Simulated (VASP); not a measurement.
# Zn in VASP: notebook

The runs below take Zn through single point, with LDA.

Program: VASP 6.6.1. These are calculated values, not measurements. Logs are shortened: lines on timing, memory, paths and dates and some standing lists are left out, and cuts for length are marked.

## Step 1: The cell of the first run

The cell holds a slab with vacuum, 3 atoms: a = 2.575 Å, b = 2.575 Å, c = 15.639 Å, α = 90.00°, β = 90.00°, γ = 120.00°.

## Step 2: Single point, LDA

The input, INCAR:

```
SYSTEM = Zn
PREC = Accurate ; ENCUT = 520
EDIFF = 1E-6 ; ISMEAR = -1
SIGMA = 0.1 ; LREAL = .FALSE.
LASPH = .TRUE. ; NELM = 100
ALGO = Normal ; ISIF = 2
LWAVE = .FALSE. ; LCHARG = .FALSE.
LDIPOL = .TRUE. ; IDIPOL = 3
DIPOL = 0.5 0.5 0.500 ; NBANDS = 25
```

The input, KPOINTS:

```
regular mesh
0
G
  16 16 1
  0 0 0
```

The input, POSCAR:

```
Zn
1.0
    2.5745889077      0.0000000000      0.0000000000
   -1.2872944539      2.2296593984      0.0000000000
    0.0000000000      0.0000000000     15.6391000000
Zn
3
Direct
    0.0000000000      0.0000000000      0.3516827453
    0.3333333333      0.6666666667      0.4999999785
    0.0000000000      0.0000000000      0.6483172547
```

Potentials or basis: VASP PAW LDA potentials, release 64 (Zn).

Launch:

```sh
> cat potpaw_LDA.64/Zn/POTCAR > POTCAR
> mpirun -np 1 vasp_std > vasp.out
```

OUTCAR:

```text
SYSTEM = Zn
   PREC = Accurate
   ENCUT = 520
   EDIFF = 1E-6
   ISMEAR = -1
   LREAL = .FALSE.
   LASPH = .TRUE.
   NELM = 100
   ISIF = 2

 ion  position               nearest neighbor table
   1  0.000  0.000  0.352-   2 2.75   2 2.75   2 2.75
   2  0.333  0.667  0.500-   1 2.75   1 2.75   1 2.75   3 2.75   3 2.75   3 2.75
   3  0.000  0.000  0.648-   2 2.75   2 2.75   2 2.75

  LATTYP: Found a hexagonal cell.
 ALAT       =     2.5745889077
 C/A-ratio  =     6.0744066570

  Lattice vectors:

 A1 = (   2.5745889077,   0.0000000000,   0.0000000000)
 A2 = (  -1.2872944539,   2.2296593984,   0.0000000000)
 A3 = (   0.0000000000,   0.0000000000,  15.6391000000)

Analysis of symmetry for initial positions (statically):
=====================================================================
 Subroutine PRICEL returns:
 Original cell was already a primitive cell.

 Routine SETGRP: Setting up the symmetry group for a
 hexagonal supercell.

 Subroutine GETGRP returns: Found 12 space group operations
 (whereof 12 operations were pure point group operations)
 out of a pool of 24 trial point group operations.

The static configuration has the point symmetry D_3h.

Analysis of symmetry for dynamics (positions and initial velocities):
=====================================================================
 Subroutine PRICEL returns:
 Original cell was already a primitive cell.

 Routine SETGRP: Setting up the symmetry group for a
 hexagonal supercell.

 Subroutine GETGRP returns: Found 12 space group operations
 (whereof 12 operations were pure point group operations)
 out of a pool of 24 trial point group operations.

The dynamic configuration has the point symmetry D_3h.

 Subroutine INISYM returns: Found 12 space group operations
 (whereof 12 operations are pure point group operations),
 and found     1 'primitive' translations

----------------------------------------------------------------------------------------

                                     Primitive cell

  volume of cell :      89.7756

  direct lattice vectors                    reciprocal lattice vectors
     2.574588908  0.000000000  0.000000000     0.388411523  0.224249498  0.000000000
    -1.287294454  2.229659398  0.000000000     0.000000000  0.448498995  0.000000000
     0.000000000  0.000000000 15.639100000     0.000000000  0.000000000  0.063942298

  length of vectors
     2.574588908  2.574588908 15.639100000     0.448498995  0.448498995  0.063942298

  position of ions in fractional coordinates (direct lattice)
     0.000000000  0.000000000  0.351682745
     0.333333333  0.666666667  0.499999978
     0.000000000  0.000000000  0.648317255

  ion indices of the primitive-cell ions
   primitive index   ion index
                 1           1
                 2           2
                 3           3

----------------------------------------------------------------------------------------

 KPOINTS: regular mesh

Automatic generation of k-mesh.
 Grid dimensions read from file:
 generate k-points for:   16   16    1

 Generating k-lattice:

  Cartesian coordinates                     Fractional coordinates (reciprocal lattice)
     0.024275720  0.014015594  0.000000000     0.062500000 -0.000000000  0.000000000
     0.000000000  0.028031187  0.000000000     0.000000000  0.062500000  0.000000000
     0.000000000  0.000000000  0.063942298     0.000000000  0.000000000  1.000000000

  Length of vectors
     0.028031187  0.028031187  0.063942298

  Shift w.r.t. Gamma in fractional coordinates (k-lattice)
     0.000000000  0.000000000  0.000000000

 Subroutine IBZKPT returns following result:
 ===========================================

 Found     30 irreducible k-points:

 Following reciprocal coordinates:
            Coordinates               Weight
  0.000000  0.000000  0.000000      1.000000
  0.062500  0.000000  0.000000      6.000000
  0.125000  0.000000  0.000000      6.000000
  0.187500  0.000000  0.000000      6.000000
  0.250000  0.000000  0.000000      6.000000
  0.312500  0.000000  0.000000      6.000000
[... 16 lines left out ...]
  0.187500  0.187500  0.000000      6.000000
  0.250000  0.187500  0.000000     12.000000
 [... further k-points ...]
   k-points           NKPTS =     30   k-points in BZ     NKDIM =     30   number of bands    NBANDS=     25
   number of dos      NEDOS =    301   number of ions     NIONS =      3
   total plane-waves  NPLWV =  48000
   dimension x,y,z NGX =    20 NGY =   20 NGZ =  120
   dimension x,y,z NGXF=    40 NGYF=   40 NGZF=  240
   ions per type =               3
   NGX,Y,Z   is equivalent  to a cutoff of  12.91, 12.91, 12.76 a.u.
   NGXF,Y,Z  is equivalent  to a cutoff of  25.83, 25.83, 25.51 a.u.
 SYSTEM =  Zn
   PREC   = accura    normal or accurate (medium, high low for compatibility)
   ISTART =      0    job   : 0-new  1-cont  2-samecut
   ICHARG =      2    charge: 1-file 2-atom 10-const
   ISPIN  =      1    spin polarized calculation?
   LNONCOLLINEAR =      F non collinear calculations
   LSORBIT =      F    spin-orbit coupling
   LASPH  =      T    aspherical Exc in radial PAW
   ENCUT  =  520.0 eV  38.22 Ry    6.18 a.u.   4.79  4.79 29.08*2*pi/ulx,y,z
   NELM   =    100;   NELMIN=  2; NELMDL= -5     # of ELM steps
   EDIFF  = 0.1E-05   stopping-criterion for ELM
   LREAL  =      F    real-space projection
   EDIFFG = 0.1E-04   stopping-criterion for IOM
   NSW    =      0    number of steps for IOM
   IBRION =     -1    ionic relax: 0-MD 1-quasi-New 2-CG
   NFREE  =      0    steps in history (QN), initial steepest desc. (CG)
   ISIF   =      2    stress and relaxation
   ISYM   =      2    0-nonsym 1-usesym 2-fastsym
   POTIM  = 0.5000    time-step for ionic-motion
   TEBEG  =    0.0;   TEEND  =   0.0 temperature during run
   PSTRESS=    0.0 pullay stress
   NELECT =      36.0000    total number of electrons
   NUPDOWN=      -1.0000    fix difference up-down
   EMIN   =  10.00;   EMAX   =-10.00  energy-range for DOS
   EFERMI =   0.00;   METHOD = LEGACY
   ISMEAR =    -1;   SIGMA  =   0.10  broadening in eV -4-tet -1-fermi 0-gaus
   EFERMI_NEDOS =   21; number of points for ismear=-14 and -15
   IALGO  =     38    algorithm
   IMIX   =      4    mixing-type and parameters
     AMIX     =   0.40;   BMIX     =  1.00
     AMIX_MAG =   1.60;   BMIX_MAG =  1.00
  volume/ion in A,a.u.               =      29.93       201.95
  Fermi-wavevector in a.u.,A,eV,Ry     =   1.207229  2.281332 19.829151  1.457401
  Thomas-Fermi vector in A             =   2.342873
   LORBIT       =      0    0 simple, 1 ext, 2 COOP (PROOUT), +10 PAW based schemes
   GGA     = CA    functional components
   LHFCALC =     F    Hartree Fock is set to
   AEXX    =    0.0000 exact exchange contribution
   IVDW    =     0    specifies the selected vdW correction
   LEPSILON=     F    determine dielectric tensor
   LRPA    =     F    only Hartree local field effects (RPA)
 non-spin polarized calculation
  energy-cutoff  :      520.00
  volume of cell :       89.78
 maximum number of plane-waves:      2436
 NGX is ok and might be reduce to    20
   NGX =  9   NGY =  9   NGZ = 59

 number of electron      36.0000011 magnetization

 dipolmoment           0.000000      0.000000      0.000001 electrons x Angstroem

 Free energy of the ion-electron system (eV)
  ---------------------------------------------------
  ext. energy  EPLUGINS =         0.00000000
  ---------------------------------------------------
  free energy    TOTEN  =        -5.25609055 eV

  energy without entropy =       -5.23381185  energy(sigma->0) =       -5.24495120

 E-fermi :  -0.9711     XC(G=0):  -6.7249

 val. band max:       -1.0528115658   @ k =   0.3750   0.1250   0.0000
 cond. band min:      -0.7526075109   @ k =   0.2500   0.0000   0.0000
 fundamental gap:      0.3002040549
 Fermi energy:        -0.9711138587

 k-point     1 :       0.0000    0.0000    0.0000
  band No.  band energies     occupation
      1     -11.5568      2.00000
      2     -10.1516      2.00000
      3      -9.8260      2.00000
      4      -8.9197      2.00000
      5      -8.7823      2.00000
      6      -8.7823      2.00000
[... 17 lines left out ...]
     24       7.1237      0.00000
     25      11.5978      0.00000

 k-point     2 :       0.0625    0.0000    0.0000
  band No.  band energies     occupation
      1     -11.4349      2.00000
      2     -10.0485      2.00000
      3      -9.7621      2.00000
      4      -8.9095      2.00000
      5      -8.7987      2.00000
      6      -8.7506      2.00000
[... 17 lines left out ...]
     24       7.2356      0.00000
     25      11.7209      0.00000

 k-point     3 :       0.1250    0.0000    0.0000
  band No.  band energies     occupation
      1     -11.0782      2.00000
      2      -9.7646      2.00000
      3      -9.5928      2.00000
      4      -8.8951      2.00000
      5      -8.8266      2.00000
      6      -8.7027      2.00000
[... 17 lines left out ...]
     24       7.5691      0.00000
     25      12.0829      0.00000

 k-point     4 :       0.1875    0.0000    0.0000
  band No.  band energies     occupation
      1     -10.5275      2.00000
      2      -9.4170      2.00000
      3      -9.3991      2.00000
      4      -8.8965      2.00000
      5      -8.8466      2.00000
      6      -8.8306      2.00000
[... 17 lines left out ...]
     24       8.1120      0.00000
     25       9.9381      0.00000
[... 477 lines left out ...]
 k-point    22 :       0.4375    0.1250    0.0000
  band No.  band energies     occupation
      1      -9.5082      2.00000
      2      -9.3799      2.00000
      3      -9.2644      2.00000
      4      -9.1192      2.00000
      5      -8.9568      2.00000
      6      -8.7537      2.00000
[... 17 lines left out ...]
     24       7.0322      0.00000
     25       8.2301      0.00000

 k-point    23 :       0.1875    0.1875    0.0000
  band No.  band energies     occupation
      1      -9.2811      2.00000
      2      -9.1882      2.00000
      3      -9.1267      2.00000
      4      -9.0131      2.00000
      5      -8.7921      2.00000
      6      -8.7154      2.00000
[... 17 lines left out ...]
     24       6.9029      0.00000
     25       8.0204      0.00000

 k-point    24 :       0.2500    0.1875    0.0000
  band No.  band energies     occupation
      1      -9.2372      2.00000
      2      -9.2286      2.00000
      3      -9.1265      2.00000
      4      -8.8930      2.00000
      5      -8.8617      2.00000
      6      -8.7414      2.00000
[... 17 lines left out ...]
     24       7.1766      0.00000
     25       7.8580      0.00000

 [... further k-points ...]

------------------------ aborting loop because EDIFF is reached ----------------------------------------

 vacuum level on the upper side and lower side of the slab       (xc-potential included)        -0.221        -0.221

  FORCE on cell =-STRESS in cart. coord.  units (eV):
  Direction    XX          YY          ZZ          XY          YZ          ZX
  --------------------------------------------------------------------------------------
  -------------------------------------------------------------------------------------
  Total       -1.0225107     -1.0225107      0.1086008      0.0000000     -0.0000000      0.0000000
  in kB      -18.2482093    -18.2482093      1.9381421      0.0000000     -0.0000000      0.0000000
  external PRESSURE =     -11.5194255 kB  Pullay stress =       0.0000000 kB

 VOLUME and BASIS-vectors are now :
 -----------------------------------------------------------------------------
  energy-cutoff  :      520.00
  volume of cell :       89.78
      direct lattice vectors                 reciprocal lattice vectors
     2.574588908  0.000000000  0.000000000     0.388411523  0.224249498  0.000000000
    -1.287294454  2.229659398  0.000000000     0.000000000  0.448498995  0.000000000
     0.000000000  0.000000000 15.639100000     0.000000000  0.000000000  0.063942298

 POSITION                                       TOTAL-FORCE (eV/Angst)
 -----------------------------------------------------------------------------------
      0.00000      0.00000      5.50000        -0.000000     -0.000000     -0.023308
     -0.00000      1.48644      7.81955        -0.000000     -0.000000      0.000000
      0.00000      0.00000     10.13910         0.000000      0.000000      0.023308
 -----------------------------------------------------------------------------------
    total drift:                                0.000000     -0.000000      0.000264

  FREE ENERGIE OF THE ION-ELECTRON SYSTEM (eV)
  ---------------------------------------------------
  free  energy   TOTEN  =        -5.2560905459 eV

  energy  without entropy=       -5.2338118473  energy(sigma->0) =       -5.24495120

 vacuum level on the upper side and lower side of the slab         3.477         3.477
```

It took 39 s on 1 thread of Intel Xeon 6975P-C (Granite Rapids), shared host; peak memory 0.19 GiB.

Results:

```
Free energy            : -5.2561 eV
Largest force          : 0.023 eV/Å
Band gap on the k mesh : zero (bands 18 and 19 overlap by 3.46 eV)
```

Forces on the atoms (eV/Å):
```
Zn   0.000  0.000 -0.023
Zn   0.000  0.000  0.000
Zn   0.000  0.000  0.023
```

(Part 1 of 2 ends here.)
